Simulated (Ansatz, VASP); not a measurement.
Two plane-wave programs on Ga4AsP3

```
Ga P As
1.0
     3.94523    0.00000    0.00000
     0.00000    3.93290    5.54175
     0.00000   -3.93290    5.54175
Ga P As
4 3 1
Direct
  0.00000 0.99544 0.99544
  0.50000 0.50703 0.99730
  0.50000 0.99730 0.50703
  0.00000 0.50036 0.50036
  0.00000 0.62485 0.12497
  0.00000 0.12497 0.62485
  0.50000 0.62495 0.62495
  0.50000 0.12509 0.12509
```

Alike in both runs: task relaxation of cell and atoms; functional PBE; k mesh 8 × 4 × 4; occupations gaussian, width 0.02 eV; no spin polarisation.

|  | VASP | Ansatz |
| --- | --- | --- |
| version | VASP 6.6.1 | Ansatz 0.2.0 |
| potentials or method | VASP PAW PBE potentials, release 64 (Ga_d, P, As), cutoff 600 eV | scalar-relativistic, plane waves, PAW |
| valence electrons in the cell | 72 | 82 |

```tsv
	VASP	Ansatz	Ansatz less VASP
gap on the k mesh at the Fermi level, each at its own relaxed structure (eV)	1.09	1.10	+0.010
relaxed volume (Å³/atom)	21.55	21.54	-0.018
relaxed cell length with the largest relative difference (Å)	3.936	3.934	-0.0021
```

VASP's potentials hold 72 valence electrons a cell and Ansatz's 82, so a difference there can come from the potentials and not from the codes.
